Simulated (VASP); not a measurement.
A run of VASP 6.6.1 is set up as follows.

File INCAR:

```
SYSTEM = NiMoIrPdW
ALGO     = Normal         ! electronic algorithm
EDIFF    = 1E-6           ! SCF threshold, eV
EDIFFG   = -0.01          ! ionic threshold
ENCUT    = 600            ! plane-wave cutoff, eV
GGA      = PE             ! functional
IBRION   = 2              ! ionic algorithm
ISIF     = 3              ! what is computed and relaxed
ISMEAR   = -1             ! smearing method
ISPIN    = 2              ! spin polarisation
LASPH    = .True.         ! aspherical terms in the spheres
LCHARG   = .False.        ! write CHGCAR
LMAXMIX  = 4              ! l up to which the mixer works
LORBIT   = 11             ! projections on sites
LREAL    = .False.        ! projectors in reciprocal space
LWAVE    = .False.        ! write WAVECAR
MAGMOM   = 1 1 0 0.6 0    ! initial moments
NELM     = 150            ! most SCF steps
NSW      = 60             ! ionic steps
PREC     = Accurate       ! precision mode
PSTRESS  = 100.0        
SIGMA    = 0.05           ! smearing width, eV
```

File KPOINTS:

```
k-points
0
Gamma
  8 8 2
  0 0 0
```

File POSCAR:

```
NiMoIrPdW
1.0
    2.7661600000      0.0000000000      0.0000000000
   -1.3830800000      2.3955700000      0.0000000000
    0.0000000000      0.0000000000     11.0229200000
Ni Mo Pd Ir W
1 1 1 1 1
Direct
    0.3333300000      0.6666700000      0.5971200000
    0.0000000000      0.0000000000      0.4107400000
    0.6666700000      0.3333300000      0.7952000000
    0.6666700000      0.3333300000      0.1996000000
    0.3333300000      0.6666700000      0.9973400000
```

Potentials or basis: VASP PAW PBE potentials, release 64 (Ni, Mo_sv, Pd, Ir, W_sv).

Launch:

```sh
$ cat potpaw_PBE.64/Ni/POTCAR potpaw_PBE.64/Mo_sv/POTCAR potpaw_PBE.64/Pd/POTCAR potpaw_PBE.64/Ir/POTCAR potpaw_PBE.64/W_sv/POTCAR > POTCAR
$ mpirun -np 1 vasp_std > vasp.out
```

Question: What does it give for the space group after relaxing (to 0.1 Å)?

Answer: P3m1 (No. 156).

Question: Predict the relaxed volume.

Answer: 14.10 Å³/atom.

Forces in eV/Å, atoms in the order of the input:
```
Ni   0.000  0.000  0.002
Mo   0.000  0.000 -0.008
Pd   0.000  0.000  0.005
Ir   0.000  0.000  0.003
W    0.000  0.000 -0.002
```

Caveat: the cell is relaxed towards a set pressure, so the run minimises the enthalpy, not the energy; the moments typed at the start vanished in this run.
